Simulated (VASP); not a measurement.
# Sn (Fd-3m) in VASP: further runs, part 2 of 2

VASP 6.6.1. Earlier steps stand in the parts before.

## (3) Single point, LDA

This run uses another cell than the first one, of 32.58 Å³/atom, 1.035 times its volume.

File INCAR:

```
SYSTEM = Sn
ALGO = Normal ; EDIFF = 1E-7
ENCUT = 520 ; GGA = CA
ISIF = 2 ; ISMEAR = -1
LASPH = .True. ; LCHARG = .True.
LELF = .True. ; LREAL = .False.
LVHAR = .True. ; LWAVE = .False.
NBANDS = 21 ; NELM = 80
PREC = Accurate ; SIGMA = 0.1
```

File KPOINTS:

```
k-points
0
Gamma
  14 14 14
  0 0 0
```

File POSCAR:

```
Sn
1.0
    0.0000000000      3.1938420110      3.1938420110
    3.1938420110      0.0000000000      3.1938420110
    3.1938420110      3.1938420110      0.0000000000
Sn
2
Direct
    0.5000000000      0.5000000000      0.5000000000
    0.7500000000      0.7500000000      0.7500000000
```

Potentials or basis: VASP PAW LDA potentials, release 64 (Sn_d).

Started as:

```bash
cat potpaw_LDA.64/Sn_d/POTCAR > POTCAR
mpirun -np 1 vasp_std > vasp.out
```

OUTCAR:

```text
SYSTEM = Sn
   EDIFF = 1E-7
   ENCUT = 520
   GGA = CA
   ISIF = 2
   ISMEAR = -1
   LASPH = .True.
   LREAL = .False.
   NELM = 80
   PREC = Accurate

 ion  position               nearest neighbor table
   1  0.500  0.500  0.500-   2 2.77   2 2.77   2 2.77   2 2.77
   2  0.750  0.750  0.750-   1 2.77   1 2.77   1 2.77   1 2.77

  LATTYP: Found a face centered cubic cell.
 ALAT       =     6.3876840220

  Lattice vectors:

 A1 = (   0.0000000000,   3.1938420110,   3.1938420110)
 A2 = (   3.1938420110,   0.0000000000,   3.1938420110)
 A3 = (   3.1938420110,   3.1938420110,   0.0000000000)

Analysis of symmetry for initial positions (statically):
=====================================================================
 Subroutine PRICEL returns:
 Original cell was already a primitive cell.

 Routine SETGRP: Setting up the symmetry group for a
 face centered cubic supercell.

 Subroutine GETGRP returns: Found 48 space group operations
 (whereof 24 operations were pure point group operations)
 out of a pool of 48 trial point group operations.

The static configuration has the point symmetry T_d .
 The point group associated with its full space group is O_h .

[... 153 lines left out ...]
 Free energy of the ion-electron system (eV)
  ---------------------------------------------------
  ext. energy  EPLUGINS =         0.00000000
  ---------------------------------------------------
  free energy    TOTEN  =        -8.92807565 eV

  energy without entropy =       -8.92407096  energy(sigma->0) =       -8.92607331

 E-fermi :   5.9432     XC(G=0):  -9.4012

 val. band max:        5.9135257083   @ k =   0.4286   0.0000   0.0000
 cond. band min:       5.9709369500   @ k =   0.0000   0.0000   0.0000
 fundamental gap:      0.0574112417
 Fermi energy:         5.9431835523

 k-point     1 :       0.0000    0.0000    0.0000
  band No.  band energies     occupation
      1     -15.8323      2.00000
      2     -15.8323      2.00000
      3     -15.8323      2.00000
      4     -15.7638      2.00000
      5     -15.7638      2.00000
      6     -15.4100      2.00000
[... 565 lines left out ...]
     20      13.2425      0.00000
     21      13.9982      0.00000

 [... further k-points ...]
[... 5 lines left out ...]
  --------------------------------------------------------------------------------------
  -------------------------------------------------------------------------------------
  Total        0.8196903      0.8196903      0.8196903      0.0000000      0.0000000     -0.0000000
  in kB       20.1553381     20.1553381     20.1553381      0.0000000      0.0000000     -0.0000000
  external PRESSURE =      20.1553381 kB  Pullay stress =       0.0000000 kB

 VOLUME and BASIS-vectors are now :
 -----------------------------------------------------------------------------
  energy-cutoff  :      520.00
  volume of cell :       65.16
      direct lattice vectors                 reciprocal lattice vectors
     0.000000000  3.193842011  3.193842011    -0.156551263  0.156551263  0.156551263
     3.193842011  0.000000000  3.193842011     0.156551263 -0.156551263  0.156551263
     3.193842011  3.193842011  0.000000000     0.156551263  0.156551263 -0.156551263

 POSITION                                       TOTAL-FORCE (eV/Angst)
 -----------------------------------------------------------------------------------
      3.19384      3.19384      3.19384         0.000000      0.000000      0.000000
      4.79076      4.79076      4.79076        -0.000000     -0.000000     -0.000000
 -----------------------------------------------------------------------------------
    total drift:                                0.000000      0.000000      0.000000

  FREE ENERGIE OF THE ION-ELECTRON SYSTEM (eV)
  ---------------------------------------------------
  free  energy   TOTEN  =        -8.9280756490 eV

  energy  without entropy=       -8.9240709634  energy(sigma->0) =       -8.92607331
```

OSZICAR:

```text
N       E                     dE             d eps       ncg     rms          rms(c)
DAV:   1     0.234494969489E+03    0.23449E+03   -0.14979E+04  4466   0.198E+03
DAV:   2     0.173654554321E+02   -0.21713E+03   -0.21236E+03  4398   0.459E+02
DAV:   3    -0.820906946324E+01   -0.25575E+02   -0.25421E+02  5093   0.143E+02
DAV:   4    -0.904242347155E+01   -0.83335E+00   -0.83296E+00  5016   0.294E+01
DAV:   5    -0.907093876992E+01   -0.28515E-01   -0.28515E-01  6399   0.530E+00    0.353E+00
DAV:   6    -0.897442407229E+01    0.96515E-01   -0.41024E-02  5581   0.220E+00    0.199E+00
DAV:   7    -0.892733878644E+01    0.47085E-01   -0.67014E-02  4618   0.222E+00    0.150E-01
DAV:   8    -0.892798903835E+01   -0.65025E-03   -0.57832E-03  5098   0.799E-01    0.569E-02
DAV:   9    -0.892807742235E+01   -0.88384E-04   -0.18421E-04  5613   0.964E-02    0.157E-02
DAV:  10    -0.892807527405E+01    0.21483E-05   -0.13827E-05  6041   0.355E-02    0.405E-03
DAV:  11    -0.892807565760E+01   -0.38355E-06   -0.10589E-06  4672   0.725E-03    0.141E-03
DAV:  12    -0.892807564903E+01    0.85656E-08   -0.59453E-08  3624   0.226E-03
   1 F= -.89280756E+01 E0= -.89260733E+01  d E =-.400469E-02
```

It took 93 s on 1 thread of Intel Xeon Platinum 8259CL at 2.50GHz (Skylake/Cascade Lake), shared host; peak memory 0.24 GiB.

What came out:

- Free energy: -8.9281 eV
- Pressure: 2.0 GPa
- Band gap on the k mesh: zero (band 14 reaches 5.97 eV, above the bottom of band 15 at 5.88 eV)

Caveat: spin-orbit coupling is left out, which moves the levels of the heavy elements.

## (4) Single point, LDA

This run uses another cell than the first one, of 33.23 Å³/atom, 1.055 times its volume.

File INCAR:

```
  PREC = Accurate
  ENCUT = 520
  EDIFF = 1E-6
  ISMEAR = -1
  SIGMA = 0.1
  LREAL = F
  LASPH = T
  NELM = 60
  ALGO = Normal
  ISIF = 2
  LWAVE = F
  LCHARG = T
  GGA = CA
  LELF = T
  LVHAR = T
  NBANDS = 21
```

File KPOINTS:

```
Automatic mesh
0
Gamma
  14 14 14
```

File POSCAR:

```
Sn
1.0
    0.0000000000      3.2149682765      3.2149682765
    3.2149682765      0.0000000000      3.2149682765
    3.2149682765      3.2149682765      0.0000000000
Sn
2
Direct
    0.5000000000      0.5000000000      0.5000000000
    0.7500000000      0.7500000000      0.7500000000
```

Potentials or basis: VASP PAW LDA potentials, release 64 (Sn_d).

Started as:

```bash
cat potpaw_LDA.64/Sn_d/POTCAR > POTCAR
mpirun -np 1 vasp_std > vasp.out
```

OUTCAR:

```text
PREC = Accurate
   ENCUT = 520
   EDIFF = 1E-6
   ISMEAR = -1
   LREAL = F
   LASPH = T
   NELM = 60
   ISIF = 2
   GGA = CA

 ion  position               nearest neighbor table
   1  0.500  0.500  0.500-   2 2.78   2 2.78   2 2.78   2 2.78
   2  0.750  0.750  0.750-   1 2.78   1 2.78   1 2.78   1 2.78

  LATTYP: Found a face centered cubic cell.
 ALAT       =     6.4299365530

  Lattice vectors:

[... 188 lines left out ...]
  band No.  band energies     occupation
      1     -16.0071      2.00000
      2     -16.0071      2.00000
      3     -16.0071      2.00000
      4     -15.9415      2.00000
      5     -15.9415      2.00000
      6     -15.6057      2.00000
[... 565 lines left out ...]
     20      12.9816      0.00000
     21      13.7417      0.00000

 [... further k-points ...]
[... 5 lines left out ...]
  --------------------------------------------------------------------------------------
  -------------------------------------------------------------------------------------
  Total        0.4139815      0.4139815      0.4139815      0.0000000      0.0000000     -0.0000000
  in kB        9.9800204      9.9800204      9.9800204      0.0000000      0.0000000     -0.0000000
  external PRESSURE =       9.9800204 kB  Pullay stress =       0.0000000 kB

 VOLUME and BASIS-vectors are now :
 -----------------------------------------------------------------------------
  energy-cutoff  :      520.00
  volume of cell :       66.46
      direct lattice vectors                 reciprocal lattice vectors
     0.000000000  3.214968277  3.214968277    -0.155522530  0.155522530  0.155522530
     3.214968277  0.000000000  3.214968277     0.155522530 -0.155522530  0.155522530
     3.214968277  3.214968277  0.000000000     0.155522530  0.155522530 -0.155522530

 POSITION                                       TOTAL-FORCE (eV/Angst)
 -----------------------------------------------------------------------------------
      3.21497      3.21497      3.21497         0.000000      0.000000      0.000000
      4.82245      4.82245      4.82245        -0.000000     -0.000000     -0.000000
 -----------------------------------------------------------------------------------
    total drift:                                0.000000      0.000000      0.000000

  FREE ENERGIE OF THE ION-ELECTRON SYSTEM (eV)
  ---------------------------------------------------
  free  energy   TOTEN  =        -8.9406481115 eV

  energy  without entropy=       -8.9362831007  energy(sigma->0) =       -8.93846561
```

It took 87 s on 1 thread of Intel Xeon Platinum 8259CL at 2.50GHz (Skylake/Cascade Lake), shared host; peak memory 0.24 GiB.

Results:

| Property | Result |
| --- | --- |
| Free energy | -8.9406 eV |
| Pressure | 1.0 GPa |
| Band gap on the k mesh | zero (band 14 reaches 5.75 eV, above the bottom of band 15 at 5.62 eV) |

Caveat: spin-orbit coupling is left out, which moves the levels of the heavy elements.

## (5) The runs side by side

| cell | gap on the mesh (eV) | pressure (GPa) |
| --- | --- | --- |
| a = 4.466 Å, angles 60.0°, 2 atoms | none | 4.1 |
| a = 4.517 Å, angles 60.0°, 2 atoms | none | 2.0 |
| a = 4.547 Å, angles 60.0°, 2 atoms | none | 1.0 |

Alike in all rows: task single point; level LDA; potentials or basis VASP PAW LDA potentials, release 64 (Sn_d); no spin polarisation; k mesh 14 × 14 × 14; cutoff (eV) 520; smearing fermi-dirac 0.1 eV.

Caveats: spin-orbit coupling is left out, which moves the levels of the heavy elements.

Absolute energies hang on the potentials; compare differences alone.
